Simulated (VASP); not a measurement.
Wanted: the native input for a VASP 6.6.1 run.

```
Task                   : relaxation of cell and atoms
Functional             : PBE
Potentials or basis    : VASP PAW PBE potentials, release 64 (Sr_sv)
Cutoff                 : 600 eV
k mesh                 : 6 × 6 × 4
Occupations            : gaussian, width 0.05 eV
Spin                   : no spin polarisation
Dipole correction      : no
Further INCAR settings : ALGO = Normal; EDIFF = 1e-06; IBRION = 2; EDIFFG = -0.03; NSW = 80; ISIF = 3
```

The structure of Sr lies in POSCAR:

```
Sr
1.0
    4.2989100319      0.0000000000      0.0000000000
   -2.1494550159      3.7229652962      0.0000000000
    0.0000000000      0.0000000000      7.0215530521
Sr
2
Direct
    0.3333333333      0.6666666667      0.7500000000
    0.6666666667      0.3333333333      0.2500000000
```

The input as run:

INCAR

```
SYSTEM = Sr
ALGO = Normal
EDIFF = 1E-6
EDIFFG = -0.03
ENCUT = 600
GGA = PE
IBRION = 2
ISIF = 3
ISMEAR = 0
LASPH = .True.
LCHARG = .False.
LREAL = .False.
LWAVE = .False.
NELM = 100
NSW = 80
PREC = Accurate
SIGMA = 0.05
```

KPOINTS

```
k-points
0
Gamma
  6 6 4
  0 0 0
```

Potentials or basis: VASP PAW PBE potentials, release 64 (Sr_sv).

Launch:

```sh
$ cat potpaw_PBE.64/Sr_sv/POTCAR > POTCAR
$ mpirun -np 1 vasp_std > vasp.out
```

It gave:

The relaxed volume is 55.41 Å³/atom, the relaxed cell is a = 4.319 Å, b = 4.319 Å, c = 6.860 Å, α = 90.00°, β = 90.00°, γ = 120.00° and the space group after relaxing (to 0.05 Å) is P6_3/mmc (No. 194). The energy gained by relaxing is 1.2 meV/atom, the ionic steps are 9 and the pressure after relaxing is 0.0 GPa. The band gap on the k mesh is zero (band 10 reaches 1.67 eV, above the bottom of band 11 at 1.42 eV).

Run time: 79 s on 1 thread of Intel(R) Xeon(R) 6975P-C (Granite Rapids) (shared host), peak memory 0.27 GiB.
